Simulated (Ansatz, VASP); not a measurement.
**NaF in VASP and in Ansatz**

Contents of INCAR:

```
ALGO = Normal ; EDIFF = 1E-7
ENCUT = 520 ; GGA = CA
ISIF = 2 ; ISMEAR = -1
LASPH = True ; LCHARG = True
LELF = True ; LREAL = False
LVHAR = True ; LWAVE = False
NBANDS = 14 ; NELM = 60
PREC = Accurate ; SIGMA = 0.02
```

The input KPOINTS:

```
k-points
0
Gamma
  10 10 10
```

File POSCAR:

```
NaF
1.0
    0.0000000000      2.3233000000      2.3465330000
    2.3233000000      0.0000000000      2.3465330000
    2.3233000000      2.3233000000      0.0000000000
Na F
1 1
Direct
    0.0000000000      0.0000000000      0.0000000000
    0.5000000000      0.5000000000      0.5000000000
```

Input for Ansatz:

```yaml
crystal:
  lattice:
    - [0.0, 2.3233, 2.346533]
    - [2.3233, 0.0, 2.346533]
    - [2.3233, 2.3233, 0.0]
  atoms:
    - { symbol: Na, position: [0.0, 0.0, 0.0] }
    - { symbol: F, position: [0.5, 0.5, 0.5] }
kpoints:
  mp_grid: { grid: [10, 10, 10] }
  band_path:
    path:
      - [0.0, 0.0, 0.0]
      - [0.0, 0.5, 0.5]
      - [0.25, 0.75, 0.5]
      - [0.0, 0.5, 0.0]
      - [0.0, 0.0, 0.0]
      - [0.5, 0.5, 0.0]
      - [0.3725370062, 0.6274629938, 0.0]
      - [-0.3725370062, 0.3725370062, 0.0]
      - [0.0, 0.0, 0.0]
    npoints: 5
scf:
  occupations: { method: fermi_dirac, width: 0.02 }
hamiltonian:
  xc: lda
  pseudopotentials: { kind: all_electron, lapw: { basis_error: 0.0005 } }
output:
  forces: true
  stress: true
  eigenvalues: true
```

Change from the starting cell: zz strain of +1 %.

Alike in both runs: task single point; functional LDA; k mesh 10 × 10 × 10; occupations fermi-dirac, width 0.02 eV; no spin polarisation.

|  | VASP | Ansatz |
| --- | --- | --- |
| version | VASP 6.6.1 | Ansatz 0.2.0 |
| potentials or method | VASP PAW LDA potentials, release 64 (Na_pv, F), cutoff 520 eV | all-electron LAPW, scalar-relativistic |

Ansatz gave:

```
gap on the k mesh at the Fermi level (eV)                     : 5.87
pressure (GPa)                                                : -5.0
traceless stress, the component that is largest in VASP (GPa) : -0.38
```

**Question.** Which values does VASP return?

**Answer.** gap on the k mesh at the Fermi level (eV): 5.86; pressure (GPa): -5.1; traceless stress, the component that is largest in VASP (GPa): -0.39.

LDA's correlation is that of Perdew and Zunger in VASP and of Perdew and Wang (1992) in Ansatz. Ansatz ran all-electron here, and VASP with PAW potentials.
